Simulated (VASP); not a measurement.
Input of a VASP 6.6.1 run:

The input INCAR:

```
ALGO = Normal ; EDIFF = 1E-6
ENCUT = 520 ; GGA = PE
ISIF = 2 ; ISMEAR = 0
ISPIN = 2 ; LASPH = True
LCHARG = False ; LDAU = True
LDAUJ = 0 0 ; LDAUL = 2 -1
LDAUPRINT = 1 ; LDAUTYPE = 2
LDAUU = 4 0 ; LMAXMIX = 4
LORBIT = 11 ; LREAL = False
LWAVE = False ; MAGMOM = 1 1 -1 -1 0 0 0 0
NBANDS = 48 ; NELM = 150
PREC = Accurate ; SIGMA = 0.05
```

KPOINTS

```
k-points
0
Gamma
  5 5 5
```

POSCAR

```
CuO
1.0
    1.6747185423      2.0760605335      5.3668803988
    2.0872092025     -2.0760605335      0.1652846486
    2.0872092025      6.2281816004      0.1652846486
Cu O
4 4
Direct
    0.0000000000      0.2500000000      0.2500000000
    0.5000000000      0.2500000000     -0.2500000000
    0.0000000000      0.7500000000      0.7500000000
    0.5000000000      0.7500000000      0.2500000000
    0.2500000000      0.6250176335      0.1249823665
    0.7500000000      0.3749823665     -0.1249823665
    0.2500000000      1.1250176335      0.6249823665
    0.7500000000      0.8749823665      0.3750176335
```

Potentials or basis: VASP PAW PBE potentials, release 64 (Cu, O).

The run is started by

```bash
$ cat potpaw_PBE.64/Cu/POTCAR potpaw_PBE.64/O/POTCAR > POTCAR
$ mpirun -np 1 vasp_std > vasp.out
```

Task: Estimate the largest force.

Result: 0.141 eV/Å.

Task: Estimate the site moments.

Result: Cu +0.59, -0.59 (each value once); O +0.15, -0.15 (each value once) μB.

Eigenvalues of the final occupation matrices:
```csv
site,spin,trace,eigenvalues
site 1 d,1,4.88,0.95 0.97 0.97 0.98 1.02
site 1 d,2,4.28,0.43 0.94 0.97 0.97 0.98
site 2 d,1,4.88,0.95 0.97 0.97 0.98 1.01
site 2 d,2,4.28,0.43 0.94 0.97 0.97 0.98
site 3 d,1,4.28,0.43 0.94 0.97 0.97 0.98
site 3 d,2,4.88,0.95 0.97 0.97 0.98 1.02
site 4 d,1,4.28,0.43 0.94 0.97 0.97 0.98
site 4 d,2,4.88,0.95 0.97 0.97 0.98 1.01
```

Caveat: the k points lie up to 0.43 Å⁻¹ apart; semilocal functionals underestimate gaps, and a narrow one can read as zero.
